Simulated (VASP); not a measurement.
## TaN: electric field gradients with PBE

Crystal: TaN.

```
Ta N
1.0
     5.25323    0.00000    0.00000
    -2.62662    4.54943    0.00000
     0.00000    0.00000    2.94627
Ta N
3 3
Direct
  0.00000 0.00000 0.00000
  0.33333 0.66667 0.50000
  0.66667 0.33333 0.50000
  0.50000 0.00000 0.00000
  0.50000 0.50000 0.00000
  0.00000 0.50000 0.00000
```

```yaml
Program: VASP 6.6.1
Task: electric field gradients
Functional: PBE
Potentials_or_basis: VASP PAW PBE potentials, release 64 (Ta_pv, N)
Cutoff: 520 eV
k_mesh: 5 × 5 × 8
Occupations: fermi-dirac, width 0.03 eV
Spin: no spin polarisation
Dipole_correction: no
Further_INCAR_settings: ALGO = Normal; EDIFF = 1e-08; NBANDS = 33
```

* Pressure: -1.4 GPa
* Band gap on the k mesh: zero (bands 24 and 25 overlap by 2.00 eV)
* Largest electric field gradient by atom: Ta -338.8, -342.9 (each value once); N +31.1 V/Å²

Stress tensor (GPa, compression positive):
```
-0.35  0.00  0.00
 0.00 -0.35  0.00
 0.00  0.00 -3.53
```

Levels at points of the mesh, in eV from the Fermi level:
```tsv
k point	band 20	band 21	band 22	band 23	band 24	band 25	band 26	band 27	band 28	band 29
(0.00, 0.00, 0.00)	-2.95	-2.95	-2.39	-1.99	-1.17	-1.17	0.78	0.78	1.14	2.01
(0.00, 0.00, 0.50)	-3.57	-3.01	-3.01	-1.85	0.83	0.83	1.37	1.64	2.39	2.39
```

Electric field gradients, principal values (V/Å²):
```tsv
atom	least	middle	greatest (by size)
1 Ta	169.379	169.380	-338.759
2 Ta	171.464	171.465	-342.928
3 Ta	171.464	171.465	-342.928
4 N	-3.655	-27.436	31.092
5 N	-3.656	-27.435	31.091
6 N	-3.655	-27.436	31.092
```

It took 70 s on 1 thread of Intel(R) Xeon(R) Platinum 8488C (Sapphire Rapids), with other jobs on the host, peak memory 0.21 GiB.

Caveat: without QUAD_EFG the Cq values of the log hold for a quadrupole moment of 1 mb, not for the nuclei; spin-orbit coupling is left out, which moves the levels of the heavy elements.
